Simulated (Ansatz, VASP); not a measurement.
# One calculation of Os, two programs

INCAR

```
  ALGO = Normal
  EDIFF = 1E-6
  ENCUT = 520
  GGA = PS
  ISIF = 2
  ISMEAR = 0
  LASPH = T
  LCHARG = F
  LREAL = F
  LWAVE = F
  NBANDS = 15
  NELM = 60
  PREC = Accurate
  SIGMA = 0.15
```

KPOINTS

```
k-points
0
Gamma
  18 18 12
```

POSCAR

```
Os
1.0
    2.8708049743      0.0000000000      0.0000000000
   -1.4354024872      2.4861900370      0.0000000000
    0.0000000000      0.0000000000      4.1037150000
Os
2
Direct
    0.3333333333      0.6666666667      0.2500000000
    0.6666666667      0.3333333333      0.7500000000
```

Input for Ansatz:

```yaml
crystal:
  lattice:
    - [2.8708049743, 0.0, 0.0]
    - [-1.4354024872, 2.486190037, 0.0]
    - [0.0, 0.0, 4.103715]
  atoms:
    - { symbol: Os, position: [0.3333333333, 0.6666666667, 0.25] }
    - { symbol: Os, position: [0.6666666667, 0.3333333333, 0.75] }
basis:
  ecutwfc: 420
kpoints:
  mp_grid: { grid: [18, 18, 12] }
hamiltonian:
  xc: pbesol
scf:
  occupations: { method: gaussian, width: 0.15 }
output:
  forces: true
  stress: true
  eigenvalues: true
```

Change from the starting cell: strain +0.050 along x and y, -0.050 along z, atoms carried along.

Alike in both runs: task single point; functional PBEsol; k mesh 18 × 18 × 12; occupations gaussian, width 0.15 eV; no spin polarisation.

```csv
,VASP,Ansatz
version,VASP 6.6.1,Ansatz 0.2.0
potentials or method,"VASP PAW PBE potentials, release 64 (Os), cutoff 520 eV","scalar-relativistic, plane waves, PAW"
valence electrons in the cell,16,32
```

|  | VASP | Ansatz | Ansatz less VASP |
| --- | --- | --- | --- |
| gap on the k mesh at the Fermi level (eV) | none | none | - |
| pressure (GPa) | -14.3 | -14.3 | -0.01 |
| traceless stress, the component that is largest in VASP (GPa) | 29.27 | 29.56 | +0.289 |

VASP's potentials were made for PBE, not for PBEsol. A gap of «none» marks a metal or a gap that the smearing closes. VASP's potentials hold 16 valence electrons a cell and Ansatz's 32, so a difference there can come from the potentials and not from the codes.

Neither program's run includes spin-orbit coupling.
